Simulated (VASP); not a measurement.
# CuO in VASP: notebook, part 2 of 2

VASP 6.6.1. Earlier steps stand in the parts before.

**5. Single point, PBEsol (volume scaled by 0.94, then relaxed in part)**

File INCAR:

```
PREC = Accurate ; ENCUT = 520
EDIFF = 1E-6 ; ISMEAR = 0
SIGMA = 0.1 ; LREAL = False
LASPH = True ; NELM = 60
ALGO = Normal ; ISIF = 2
LWAVE = False ; LCHARG = False
GGA = PS ; NBANDS = 25
```

File KPOINTS:

```
Automatic mesh
0
Gamma
  16 16 8
```

File POSCAR:

```
CuO
1.0
    1.9827629931     -1.9818569325      0.1548278214
    1.9827629931      1.9818569325      0.1548278214
   -0.3967425780      0.0000000000      5.0702332603
Cu O
2 2
Direct
    0.0000000000      0.5000000000      0.0000000000
    0.5000000000      0.0000000000      0.5000000000
    0.5000503066      0.4999496934      0.2500000000
    0.4999496934      0.5000503066      0.7500000000
```

Potentials or basis: VASP PAW PBE potentials, release 64 (Cu, O).

The run is started by

```sh
$ cat potpaw_PBE.64/Cu/POTCAR potpaw_PBE.64/O/POTCAR > POTCAR
$ mpirun -np 1 vasp_std > vasp.out
```

OUTCAR:

```text
PREC = Accurate
   ENCUT = 520
   EDIFF = 1E-6
   ISMEAR = 0
   LREAL = False
   LASPH = True
   NELM = 60
   ISIF = 2
   GGA = PS

 ion  position               nearest neighbor table
   1  0.000  0.500  0.000-   3 1.89   4 1.89   4 1.89   3 1.89
   2  0.500  0.000  0.500-   4 1.89   3 1.89   4 1.89   3 1.89
   3  0.500  0.500  0.250-   2 1.89   1 1.89   2 1.89   1 1.89
   4  0.500  0.500  0.750-   1 1.89   2 1.89   2 1.89   1 1.89

  LATTYP: Found a base centered monoclinic cell.
 ALAT       =     3.9775976373
 B/A-ratio  =     0.9965095081
 C/A-ratio  =     1.2785938812
 COS(beta)  =    -0.0001614842

  Lattice vectors:

 A1 = (   1.9827629931,  -1.9818569325,   0.1548278214)
 A2 = (   1.9827629931,   1.9818569325,   0.1548278214)
 A3 = (  -0.3967425780,   0.0000000000,   5.0702332603)

Analysis of symmetry for initial positions (statically):
=====================================================================
 Subroutine PRICEL returns:
 Original cell was already a primitive cell.

 Routine SETGRP: Setting up the symmetry group for a
[... 174 lines left out ...]

 E-fermi :   6.0446     XC(G=0): -12.1691

 val. band max:        6.0420436327   @ k =  -0.3750   0.3750   0.3750
 cond. band min:       6.0543969704   @ k =  -0.1250   0.0625   0.5000
 fundamental gap:      0.0123533377
 Fermi energy:         6.0445831166

 k-point     1 :       0.0000    0.0000    0.0000
  band No.  band energies     occupation
      1     -14.5728      2.00000
      2     -13.0735      2.00000
      3      -3.1293      2.00000
      4      -0.0339      2.00000
      5      -0.0264      2.00000
      6       1.7143      2.00000
[... 661 lines left out ...]
     24      21.2159      0.00000
     25      21.4274      0.00000

 [... further k-points ...]

------------------------ aborting loop because EDIFF is reached ----------------------------------------

  FORCE on cell =-STRESS in cart. coord.  units (eV):
  Direction    XX          YY          ZZ          XY          YZ          ZX
  --------------------------------------------------------------------------------------
  -------------------------------------------------------------------------------------
  Total        2.8605734      2.8550380      3.0439194      0.0000000      0.0000000     -0.0145617
  in kB      114.3186446    114.0974314    121.6457985      0.0000000      0.0000000     -0.5819375
  external PRESSURE =     116.6872915 kB  Pullay stress =       0.0000000 kB

 VOLUME and BASIS-vectors are now :
 -----------------------------------------------------------------------------
  energy-cutoff  :      520.00
  volume of cell :       40.09
      direct lattice vectors                 reciprocal lattice vectors
     1.982762993 -1.981856932  0.154827821     0.250641872 -0.252288645  0.019612570
     1.982762993  1.981856932  0.154827821     0.250641872  0.252288645  0.019612570
    -0.396742578  0.000000000  5.070233260    -0.015307515  0.000000000  0.196031781

 POSITION                                       TOTAL-FORCE (eV/Angst)
 -----------------------------------------------------------------------------------
      0.99138      0.99093      0.07741         0.000000     -0.000000      0.000000
      0.79301     -0.99093      2.61253         0.000000     -0.000000      0.000000
      1.88358     -0.00020      1.42239        -0.000000     -0.000050     -0.000000
      1.68521      0.00020      3.95750        -0.000000      0.000050      0.000000
 -----------------------------------------------------------------------------------
    total drift:                                0.000000      0.000000     -0.000000

  FREE ENERGIE OF THE ION-ELECTRON SYSTEM (eV)
  ---------------------------------------------------
  free  energy   TOTEN  =       -21.3865308505 eV

  energy  without entropy=      -21.3745190060  energy(sigma->0) =      -21.38052493
```

OSZICAR:

```text
N       E                     dE             d eps       ncg     rms          rms(c)
DAV:   1     0.294027419435E+03    0.29403E+03   -0.16436E+04 29590   0.217E+03
DAV:   2     0.878456135806E+01   -0.28524E+03   -0.26208E+03 28062   0.398E+02
DAV:   3    -0.263691428931E+02   -0.35154E+02   -0.33370E+02 34627   0.156E+02
DAV:   4    -0.275184170867E+02   -0.11493E+01   -0.11432E+01 34291   0.300E+01
DAV:   5    -0.275403119534E+02   -0.21895E-01   -0.21884E-01 36114   0.369E+00    0.178E+01
DAV:   6    -0.248276787754E+02    0.27126E+01   -0.37238E+01 39913   0.161E+02    0.129E+01
DAV:   7    -0.213453495055E+02    0.34823E+01   -0.99253E+00 33802   0.117E+02    0.252E+00
DAV:   8    -0.214314529923E+02   -0.86103E-01   -0.13958E+00 29213   0.796E+00    0.167E+00
DAV:   9    -0.213914533452E+02    0.40000E-01   -0.48525E-02 43445   0.636E+00    0.491E-01
DAV:  10    -0.213878596244E+02    0.35937E-02   -0.12485E-02 40263   0.147E+00    0.362E-01
DAV:  11    -0.213864932359E+02    0.13664E-02   -0.64758E-03 42522   0.828E-01    0.531E-02
DAV:  12    -0.213865083543E+02   -0.15118E-04   -0.35104E-04 39032   0.207E-01    0.390E-02
DAV:  13    -0.213865326460E+02   -0.24292E-04   -0.20978E-05 34107   0.578E-02    0.104E-02
DAV:  14    -0.213865314001E+02    0.12459E-05   -0.24356E-06 28330   0.486E-02    0.704E-03
DAV:  15    -0.213865308505E+02    0.54962E-06   -0.21392E-06 24989   0.158E-02
   1 F= -.21386531E+02 E0= -.21380525E+02  d E =-.120118E-01
```

Wall time 3.4 min (1 thread of Intel Xeon 6975P-C (Granite Rapids), shared host); peak memory 0.53 GiB.

What came out:

```
Free energy            : -21.3865 eV
Pressure               : 11.7 GPa
Band gap on the k mesh : zero (band 17 reaches 6.73 eV, above the bottom of band 18 at 5.52 eV)
```

Stress tensor (GPa, compression positive):
```
11.43  0.00 -0.06
 0.00 11.41  0.00
-0.06  0.00 12.16
```

Caveat: the PAW data sets were made with another functional, which shifts forces and pressure a little; semilocal functionals often make such compounds metallic where correlation or magnetic order opens a gap, which also shifts bond lengths.

**6. Summary**

| cell | gap on the mesh (eV) | pressure (GPa) |
| --- | --- | --- |
| a = 3.023, b = 3.023, c = 5.135 Å, 4 atoms | none | -11.6 |
| a = 2.934, b = 2.934, c = 5.102 Å, angles 90.0, 90.0, 89.9°, 4 atoms | none | -3.6 |
| a = 2.973, b = 2.973, c = 5.114 Å, angles 90.0, 90.0, 89.9°, 4 atoms | none | -7.4 |
| a = 2.808, b = 2.808, c = 5.086 Å, angles 90.0, 90.0, 89.8°, 4 atoms | none | 11.7 |

Alike in all rows: task single point; level PBEsol; potentials or basis VASP PAW PBE potentials, release 64 (Cu, O); no spin polarisation; k mesh 16 × 16 × 8; cutoff (eV) 520; smearing gaussian 0.1 eV.

Caveats: the PAW data sets were made with another functional, which shifts forces and pressure a little; semilocal functionals often make such compounds metallic where correlation or magnetic order opens a gap, which also shifts bond lengths.

Absolute energies hang on the potentials; compare differences alone.
